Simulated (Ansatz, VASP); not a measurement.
One calculation of LiB2, two programs

```
CELL_PARAMETERS angstrom
2.23569 0.00000 0.00000
-1.11784 1.93616 0.00000
0.00000 0.00000 5.31697
ATOMIC_POSITIONS crystal
Li 0.00000 0.00000 0.00000
B 0.66667 0.33333 0.65915
B 0.66667 0.33333 0.34085
```

Alike in both runs: task relaxation of cell and atoms; functional PBE; k mesh 24 × 24 × 10; occupations gaussian, width 0.1 eV; no spin polarisation.

```csv
,VASP,Ansatz
version,VASP 6.6.1,Ansatz 0.2.0
potentials or method,"VASP PAW PBE potentials, release 64 (Li_sv, B), cutoff 600 eV","scalar-relativistic, plane waves, PAW"
valence electrons in the cell,9,9
```

VASP gave:

```
gap on the k mesh at the Fermi level, each at its own relaxed structure (eV) : none
relaxed volume (Å³/atom)                                                     : 7.63
relaxed cell length with the largest relative difference (Å)                 : 5.338
```

Question: Estimate Ansatz's values.

Answer: gap on the k mesh at the Fermi level, each at its own relaxed structure (eV): none; relaxed volume (Å³/atom): 7.62; relaxed cell length with the largest relative difference (Å): 5.332.

A gap of «none» marks a metal or a gap that the smearing closes.

Noted on VASP's run: the cutoff is short for stress, so the pressure is rough.
